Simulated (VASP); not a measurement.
**GaS3: single point with PBE**

GaS3:

```
Ga S
1.0
     4.10396    0.00000    0.00000
     0.00000    4.10396    0.00000
     0.00000    0.00000    4.10396
Ga S
1 3
Cartesian
  0.0000 0.0000 0.0000
  2.0520 2.0520 0.0000
  2.0520 0.0000 2.0520
  0.0000 2.0520 2.0520
```

The cell was built from a structure type or drawn by symmetry, and may not be a known phase.

| Property | Result |
| --- | --- |
| Program | VASP 6.6.1 |
| Task | single point |
| Functional | PBE |
| Potentials or basis | VASP PAW PBE potentials, release 64 (Ga_d, S) |
| Cutoff | 520 eV |
| k mesh | 12 × 12 × 12 |
| Occupations | gaussian, width 0.1 eV |
| Spin | no spin polarisation |

```yaml
Pressure: 0.0 GPa
Band_gap_on_the_k_mesh: zero (an odd number of electrons rules out a gap without spin polarisation)
```

Levels at points of the mesh, in eV from the Fermi level:
```
           k point  band 12  band 13  band 14  band 15  band 16  band 17  band 18  band 19  band 20  band 21
(0.00, 0.00, 0.00)    -3.54    -1.06    -1.06    -1.06     0.70     0.70     0.70     5.86     5.86     6.51
(0.50, 0.00, 0.00)    -3.14    -3.14    -2.31    -2.00     0.46     0.46     1.33     2.63     4.99     4.99
(0.50, 0.50, 0.00)    -3.03    -2.58    -2.44    -2.44    -0.27     1.26     1.33     2.15     5.99     5.99
(0.50, 0.50, 0.50)    -6.25    -4.69     1.39     1.39     1.39     1.42     1.42     7.80     7.80     7.80
```

Run time: 40 s on 1 thread of Intel(R) Xeon(R) 6975P-C (Granite Rapids), with other jobs on the host, peak memory 0.25 GiB.
